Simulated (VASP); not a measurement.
# AgI (F-43m) in VASP: notebook

Runs on AgI. Level: PBEsol. Tasks: single point, relaxation of cell and atoms.

All numbers are computed with VASP 6.6.1; they aren't measurements. Logs are shortened: lines on timing, memory, paths and dates and some standing lists are left out, and cuts for length are marked.

### Step 1. The cell of the first run

The structure is cubic, space group F-43m (No. 216). The conventional cell has a = 6.450 Å, b = 6.450 Å, c = 6.450 Å, α = 90.00°, β = 90.00°, γ = 90.00°. Within 3.7 Å of Ag (site symmetry -43m) lie 4 I at 2.79 Å. Within 3.7 Å of I (site symmetry -43m) lie 4 Ag at 2.79 Å.

### Step 2. Single point, PBEsol

INCAR reads:

```
SYSTEM = AgI
PREC     = Accurate       ! precision mode
ENCUT    = 500            ! plane-wave cutoff, eV
EDIFF    = 1E-6           ! SCF threshold, eV
ISMEAR   = -1             ! smearing method
SIGMA    = 0.05           ! smearing width, eV
LREAL    = .False.        ! projectors in reciprocal space
LASPH    = .True.         ! aspherical terms in the spheres
NELM     = 120            ! most SCF steps
ALGO     = Normal         ! electronic algorithm
ISIF     = 2              ! what is computed and relaxed
LWAVE    = .False.        ! write WAVECAR
LCHARG   = .False.        ! write CHGCAR
GGA      = PS             ! functional
NBANDS   = 16             ! bands
GGA_COMPAT= .False.
```

KPOINTS reads:

```
Automatic mesh
0
Gamma
  10 10 10
  0 0 0
```

POSCAR reads:

```
AgI
1.0
    3.2250452875      3.2250452875      0.0000000000
   -3.2250452875      3.2250452875      0.0000000000
    0.0000000000      3.2250452875      3.2250452875
Ag I
1 1
Direct
    0.0000000000      0.0000000000      0.0000000000
    0.7500000000      0.2500000000      0.5000000000
```

Potentials or basis: VASP PAW PBE potentials, release 64 (Ag, I).

Launch:

```sh
> cat potpaw_PBE.64/Ag/POTCAR potpaw_PBE.64/I/POTCAR > POTCAR
> mpirun -np 1 vasp_std > vasp.out
```

OUTCAR:

```text
SYSTEM = AgI
   PREC = Accurate
   ENCUT = 500
   EDIFF = 1E-6
   ISMEAR = -1
   LREAL = .False.
   LASPH = .True.
   NELM = 120
   ISIF = 2
   GGA = PS

 ion  position               nearest neighbor table
   1  0.000  0.000  0.000-   2 2.79   2 2.79   2 2.79   2 2.79
   2  0.750  0.250  0.500-   1 2.79   1 2.79   1 2.79   1 2.79

  LATTYP: Found a face centered cubic cell.
 ALAT       =     6.4500905750

  Lattice vectors:

 A1 = (   0.0000000000,   3.2250452875,   3.2250452875)
 A2 = (   3.2250452875,   0.0000000000,   3.2250452875)
 A3 = (   3.2250452875,   3.2250452875,   0.0000000000)

Analysis of symmetry for initial positions (statically):
=====================================================================
 Subroutine PRICEL returns:
 Original cell was already a primitive cell.

 Routine SETGRP: Setting up the symmetry group for a
 face centered cubic supercell.

 Subroutine GETGRP returns: Found 24 space group operations
 (whereof 24 operations were pure point group operations)
 out of a pool of 48 trial point group operations.

The static configuration has the point symmetry T_d .

Analysis of symmetry for dynamics (positions and initial velocities):
=====================================================================
 Subroutine PRICEL returns:
 Original cell was already a primitive cell.

 Routine SETGRP: Setting up the symmetry group for a
 face centered cubic supercell.

 Subroutine GETGRP returns: Found 24 space group operations
 (whereof 24 operations were pure point group operations)
 out of a pool of 48 trial point group operations.

The dynamic configuration has the point symmetry T_d .

 Subroutine INISYM returns: Found 24 space group operations
 (whereof 24 operations are pure point group operations),
 and found     1 'primitive' translations

----------------------------------------------------------------------------------------

                                     Primitive cell

  volume of cell :      67.0869

  direct lattice vectors                    reciprocal lattice vectors
     3.225045287  3.225045287  0.000000000     0.155036583  0.155036583 -0.155036583
    -3.225045287  3.225045287  0.000000000    -0.155036583  0.155036583 -0.155036583
     0.000000000  3.225045287  3.225045287     0.000000000  0.000000000  0.310073165
[... 74 lines left out ...]
 SYSTEM =  AgI
   PREC   = accura    normal or accurate (medium, high low for compatibility)
   ISTART =      0    job   : 0-new  1-cont  2-samecut
   ICHARG =      2    charge: 1-file 2-atom 10-const
   ISPIN  =      1    spin polarized calculation?
   LNONCOLLINEAR =      F non collinear calculations
   LSORBIT =      F    spin-orbit coupling
   LASPH  =      T    aspherical Exc in radial PAW
   ENCUT  =  500.0 eV  36.75 Ry    6.06 a.u.   8.32  8.32  8.32*2*pi/ulx,y,z
   NELM   =    120;   NELMIN=  2; NELMDL= -5     # of ELM steps
   EDIFF  = 0.1E-05   stopping-criterion for ELM
   LREAL  =      F    real-space projection
   EDIFFG = 0.1E-04   stopping-criterion for IOM
   NSW    =      0    number of steps for IOM
   IBRION =     -1    ionic relax: 0-MD 1-quasi-New 2-CG
   NFREE  =      0    steps in history (QN), initial steepest desc. (CG)
   ISIF   =      2    stress and relaxation
   ISYM   =      2    0-nonsym 1-usesym 2-fastsym
   POTIM  = 0.5000    time-step for ionic-motion
   TEBEG  =    0.0;   TEEND  =   0.0 temperature during run
   PSTRESS=    0.0 pullay stress
   NELECT =      18.0000    total number of electrons
   NUPDOWN=      -1.0000    fix difference up-down
   EMIN   =  10.00;   EMAX   =-10.00  energy-range for DOS
   EFERMI =   0.00;   METHOD = LEGACY
   ISMEAR =    -1;   SIGMA  =   0.05  broadening in eV -4-tet -1-fermi 0-gaus
   EFERMI_NEDOS =   21; number of points for ismear=-14 and -15
   IALGO  =     38    algorithm
   IMIX   =      4    mixing-type and parameters
     AMIX     =   0.40;   BMIX     =  1.00
     AMIX_MAG =   1.60;   BMIX_MAG =  1.00
  volume/ion in A,a.u.               =      33.54       226.36
  Fermi-wavevector in a.u.,A,eV,Ry     =   1.055893  1.995348 15.169268  1.114910
  Thomas-Fermi vector in A             =   2.191108
   LORBIT       =      0    0 simple, 1 ext, 2 COOP (PROOUT), +10 PAW based schemes
   GGA     = PS    functional components
   LHFCALC =     F    Hartree Fock is set to
   AEXX    =    0.0000 exact exchange contribution
   IVDW    =     0    specifies the selected vdW correction
   LEPSILON=     F    determine dielectric tensor
   LRPA    =     F    only Hartree local field effects (RPA)
 non-spin polarized calculation
  energy-cutoff  :      500.00
  volume of cell :       67.09
 maximum number of plane-waves:      1724
 NGX is ok and might be reduce to    36
   NGX = 17   NGY = 17   NGZ = 17

 number of electron      17.9999998 magnetization

 Free energy of the ion-electron system (eV)
  ---------------------------------------------------
  ext. energy  EPLUGINS =         0.00000000
  ---------------------------------------------------
  free energy    TOTEN  =        -5.45497166 eV

  energy without entropy =       -5.45497161  energy(sigma->0) =       -5.45497163

 E-fermi :   3.8918     XC(G=0):  -8.7331

 val. band max:        3.2390241507   @ k =   0.0000   0.0000   0.0000
 cond. band min:       4.4396508285   @ k =   0.0000   0.0000   0.0000
 fundamental gap:      1.2006266778
 Fermi energy:         3.8918386477

 k-point     1 :       0.0000    0.0000    0.0000
  band No.  band energies     occupation
      1      -9.7263      2.00000
      2      -1.1264      2.00000
      3      -1.1264      2.00000
      4      -1.1264      2.00000
      5       0.0619      2.00000
      6       0.0619      2.00000
[... 433 lines left out ...]
      3      -0.7714      2.00000
      4      -0.6864      2.00000
      5       0.0158      2.00000
      6       0.0841      2.00000
[... 8 lines left out ...]
     15      13.3971      0.00000
     16      15.5403      0.00000

 [... further k-points ...]
[... 5 lines left out ...]
  --------------------------------------------------------------------------------------
  -------------------------------------------------------------------------------------
  Total       -0.0134189     -0.0134189     -0.0134189      0.0000000      0.0000000      0.0000000
  in kB       -0.3204728     -0.3204728     -0.3204728      0.0000000      0.0000000      0.0000000
  external PRESSURE =      -0.3204728 kB  Pullay stress =       0.0000000 kB

 VOLUME and BASIS-vectors are now :
 -----------------------------------------------------------------------------
  energy-cutoff  :      500.00
  volume of cell :       67.09
      direct lattice vectors                 reciprocal lattice vectors
     3.225045287  3.225045287  0.000000000     0.155036583  0.155036583 -0.155036583
    -3.225045287  3.225045287  0.000000000    -0.155036583  0.155036583 -0.155036583
     0.000000000  3.225045287  3.225045287     0.000000000  0.000000000  0.310073165

 POSITION                                       TOTAL-FORCE (eV/Angst)
 -----------------------------------------------------------------------------------
      0.00000      0.00000      0.00000        -0.000000      0.000000      0.000000
      1.61252      4.83757      1.61252         0.000000     -0.000000      0.000000
 -----------------------------------------------------------------------------------
    total drift:                               -0.000000     -0.000000      0.000000

  FREE ENERGIE OF THE ION-ELECTRON SYSTEM (eV)
  ---------------------------------------------------
  free  energy   TOTEN  =        -5.4549716566 eV

  energy  without entropy=       -5.4549716090  energy(sigma->0) =       -5.45497163
```

OSZICAR:

```text
N       E                     dE             d eps       ncg     rms          rms(c)
DAV:   1     0.870399138443E+02    0.87040E+02   -0.75145E+03  1528   0.916E+02
DAV:   2    -0.244460548264E+01   -0.89485E+02   -0.84158E+02  1784   0.191E+02
DAV:   3    -0.553698208045E+01   -0.30924E+01   -0.30855E+01  1856   0.368E+01
DAV:   4    -0.558354237736E+01   -0.46560E-01   -0.46558E-01  2288   0.429E+00
DAV:   5    -0.558368129319E+01   -0.13892E-03   -0.13892E-03  1976   0.214E-01    0.556E+00
DAV:   6    -0.545811763502E+01    0.12556E+00   -0.39016E-01  1632   0.844E+00    0.416E+00
DAV:   7    -0.545606523040E+01    0.20524E-02   -0.43253E-02  1664   0.127E+00    0.191E+00
DAV:   8    -0.545484922835E+01    0.12160E-02   -0.20160E-03  1848   0.377E-01    0.266E-01
DAV:   9    -0.545491264295E+01   -0.63415E-04   -0.32102E-04  1896   0.218E-01    0.384E-02
DAV:  10    -0.545494338917E+01   -0.30746E-04   -0.24966E-05  1896   0.359E-02    0.179E-02
DAV:  11    -0.545497161667E+01   -0.28228E-04   -0.31116E-05  1712   0.332E-02    0.531E-03
DAV:  12    -0.545497165661E+01   -0.39933E-07   -0.54842E-07  1528   0.741E-03
   1 F= -.54549717E+01 E0= -.54549716E+01  d E =-.475789E-07
```

stdout:

```text
POSCAR found type information on POSCAR AgI
 POSCAR found :  2 types and       2 ions
 scaLAPACK will be used
 -----------------------------------------------------------------------------
|                                                                             |
|                                                                             |
|     You enforced a specific xc type in the INCAR file but a different       |
|     I HOPE YOU KNOW WHAT YOU ARE DOING!                                     |
|                                                                             |
 -----------------------------------------------------------------------------

 LDA part: xc-table for (Slater+PW92), standard interpolation
 POSCAR, INCAR and KPOINTS ok, starting setup
 FFT: planning ... GRIDC
 FFT: planning ... GRID_SOFT
 FFT: planning ... GRID
 WAVECAR not read
 entering main loop
```

Wall time 18 s (1 thread of Intel Xeon 6975P-C (Granite Rapids), shared host); peak memory 0.22 GiB.

What came out:

| Quantity | Value |
| --- | --- |
| Free energy | -5.4550 eV |
| Pressure | 0.0 GPa |
| Band gap on the k mesh | 1.20 eV, direct |

Caveat: the PAW data sets were made with another functional, which shifts forces and pressure a little; spin-orbit coupling is left out, which moves the levels of the heavy elements. A k mesh can miss the band edges.

### Step 3. Relaxation of cell and atoms, PBEsol

This run uses another cell than the first one, of 33.90 Å³/atom, 1.011 times its volume.

INCAR reads:

```
PREC = Accurate
ENCUT = 500
EDIFF = 1E-7
ISMEAR = -1
SIGMA = 0.05
LREAL = F
LASPH = T
NELM = 120
ALGO = Normal
ISIF = 3
LWAVE = F
LCHARG = F
GGA = PS
IBRION = 2
NSW = 100
EDIFFG = -0.002
GGA_COMPAT = F
NELMIN = 4
```

KPOINTS reads:

```
Automatic mesh
0
Gamma
  10 10 10
```

POSCAR reads:

```
AgI
1.0
    3.2365000000      3.2365000000      0.0000000000
   -3.2365000000      3.2365000000      0.0000000000
    0.0000000000      3.2365000000      3.2365000000
Ag I
1 1
Direct
    0.0000000000      0.0000000000      0.0000000000
    0.7500000000      0.2500000000      0.5000000000
```

Potentials or basis: VASP PAW PBE potentials, release 64 (Ag, I).

Launch:

```sh
> cat potpaw_PBE.64/Ag/POTCAR potpaw_PBE.64/I/POTCAR > POTCAR
> mpirun -np 1 vasp_std > vasp.out
```

It took 30 s on 1 thread of Intel Xeon 6975P-C (Granite Rapids), shared host; peak memory 0.23 GiB.

Results (log left out):

* Free energy: -5.4551 eV
* Relaxed volume: 33.50 Å³/atom
* Relaxed cell: a = 4.559 Å, b = 4.559 Å, c = 4.559 Å, α = 60.00°, β = 60.00°, γ = 90.00°
* Space group after relaxing (to 0.05 Å): F-43m (No. 216)
* Energy gained by relaxing: 0.5 meV/atom
* Ionic steps: 2
* Pressure after relaxing: 0.0 GPa
* Band gap on the k mesh: 1.20 eV, direct

Step by step:
| step | energy change (eV) | largest force (eV/Å) | pressure (GPa) | volume (Å³) |
| --- | --- | --- | --- | --- |
| 1 | 0.0000 | 0.0000 | -0.39 | 67.80 |
| 2 | -0.0010 | 0.0000 | 0.00 | 67.01 |

Final structure:
```cif
data_structure
_symmetry_space_group_name_H-M 'P 1'
_symmetry_Int_Tables_number 1
_cell_length_a 4.5591
_cell_length_b 4.5591
_cell_length_c 4.5591
_cell_angle_alpha 60.000
_cell_angle_beta 60.000
_cell_angle_gamma 90.000
_cell_volume 67.01
loop_
_atom_site_label
_atom_site_type_symbol
_atom_site_fract_x
_atom_site_fract_y
_atom_site_fract_z
_atom_site_occupancy
Ag1 Ag 0.00000 0.00000 0.00000 1
I1 I 0.75000 0.25000 0.50000 1
```

Levels at points of the mesh, in eV from the valence-band top:
```tsv
k point	band 7	band 8	band 9	band 10	band 11	band 12
(0.00, 0.00, 0.00)	0.00	0.00	0.00	1.20	5.63	5.63
(0.50, 0.00, 0.00)	-3.03	-0.76	-0.76	2.64	6.12	6.12
(0.50, 0.50, 0.00)	-2.71	-1.88	-1.88	3.42	3.75	8.44
```

Caveat: the PAW data sets were made with another functional, which shifts forces and pressure a little; spin-orbit coupling is left out, which moves the levels of the heavy elements. A k mesh can miss the band edges.

### Step 4. Single point, PBEsol, non-collinear spin, zero start, spin-orbit coupling

INCAR reads:

```
SYSTEM = AgI
PREC     = Accurate       ! precision mode
ENCUT    = 500            ! plane-wave cutoff, eV
EDIFF    = 1E-6           ! SCF threshold, eV
ISMEAR   = 0              ! smearing method
SIGMA    = 0.01           ! smearing width, eV
LREAL    = .False.        ! projectors in reciprocal space
LASPH    = .True.         ! aspherical terms in the spheres
NELM     = 200            ! most SCF steps
ALGO     = Normal         ! electronic algorithm
ISIF     = 2              ! what is computed and relaxed
LWAVE    = .False.        ! write WAVECAR
LCHARG   = .True.         ! write CHGCAR
MAGMOM   = 0 0 0 0 0 0    ! initial moments
LORBIT   = 11             ! projections on sites
LSORBIT  = .True.         ! spin-orbit coupling
GGA_COMPAT= .False.      
LORBMOM  = .True.       
LMAXMIX  = 4              ! l up to which the mixer works
GGA      = PS             ! functional
LVHAR    = .True.       
NBANDS   = 30             ! bands
```

KPOINTS reads:

```
Automatic mesh
0
Gamma
  6 6 6
  0 0 0
```

POSCAR reads:

```
AgI
1.0
    3.2250452875      3.2250452875      0.0000000000
   -3.2250452875      3.2250452875      0.0000000000
    0.0000000000      3.2250452875      3.2250452875
Ag I
1 1
Direct
    0.0000000000      0.0000000000      0.0000000000
    0.7500000000      0.2500000000      0.5000000000
```

Launch:

```sh
> cat potpaw_PBE.64/Ag/POTCAR potpaw_PBE.64/I/POTCAR > POTCAR
> mpirun -np 1 vasp_ncl > vasp.out
```

Wall time 63 s (1 thread of Intel Xeon 6975P-C (Granite Rapids), shared host); peak memory 0.41 GiB.

Results (log left out):

| Quantity | Value |
| --- | --- |
| Free energy | -5.6079 eV |
| Pressure | 0.0 GPa |
| Net moment | 0.00 μB per cell |
| Valence electrons inside the program's atomic spheres | Ag 9.84; I 4.28 |

Moments on the atoms (μB; x, y, z):
```
Ag  0.00 0.00 0.00
I   0.00 0.00 0.00
```

Caveat: the PAW data sets were made with another functional, which shifts forces and pressure a little.

### Step 5. Single point, PBEsol, non-collinear spin, zero start, spin-orbit coupling

INCAR reads:

```
PREC = Accurate
ENCUT = 500
EDIFF = 1E-6
ISMEAR = 0
SIGMA = 0.01
LREAL = False
LASPH = True
NELM = 200
ALGO = Normal
ISIF = 2
LWAVE = False
LCHARG = False
LNONCOLLINEAR = True
MAGMOM = 0 0 0 0 0 0
LORBIT = 11
LSORBIT = True
GGA_COMPAT = False
LORBMOM = True
LMAXMIX = 4
GGA = PS
NBANDS = 30
```

KPOINTS reads:

```
regular mesh
0
Gamma
  6 6 6
```

POSCAR is that of step 4.

Launch:

```sh
> cat potpaw_PBE.64/Ag/POTCAR potpaw_PBE.64/I/POTCAR > POTCAR
> mpirun -np 1 vasp_ncl > vasp.out
```

It took 55 s on 1 thread of Intel Xeon 6975P-C (Granite Rapids), shared host; peak memory 0.4 GiB.

The run converged. Its results:

* Free energy: -5.6079 eV
* Pressure: 0.0 GPa
* Net moment: 0.00 μB per cell
* Valence electrons inside the program's atomic spheres: Ag 9.84; I 4.28

Moments on the atoms (μB; x, y, z):
```
Ag  0.00 0.00 0.00
I   0.00 0.00 0.00
```

Caveat: the PAW data sets were made with another functional, which shifts forces and pressure a little.

### Step 6. Summary

| task | spin | cell | k mesh | smearing | gap on the mesh (eV) | pressure (GPa) |
| --- | --- | --- | --- | --- | --- | --- |
| single point | off | a = 4.561 Å, angles 60.0, 60.0, 90.0°, 2 atoms | 10 × 10 × 10 | fermi-dirac 0.05 eV | 1.20 | 0.0 |
| relaxation of cell and atoms | off | relaxed from a = 4.577 Å, angles 60.0, 60.0, 90.0°, 2 atoms | 10 × 10 × 10 | fermi-dirac 0.05 eV | 1.20 | 0.0 |
| single point | non-collinear, zero start, SOC | a = 4.561 Å, angles 60.0, 60.0, 90.0°, 2 atoms | 6 × 6 × 6 | gaussian 0.01 eV | - | 0.0 |

Alike in all rows: level PBEsol; potentials or basis VASP PAW PBE potentials, release 64 (Ag, I); cutoff (eV) 500.

Caveats: the PAW data sets were made with another functional, which shifts forces and pressure a little; spin-orbit coupling is left out, which moves the levels of the heavy elements (some runs).

Absolute energies hang on the potentials; compare differences alone.
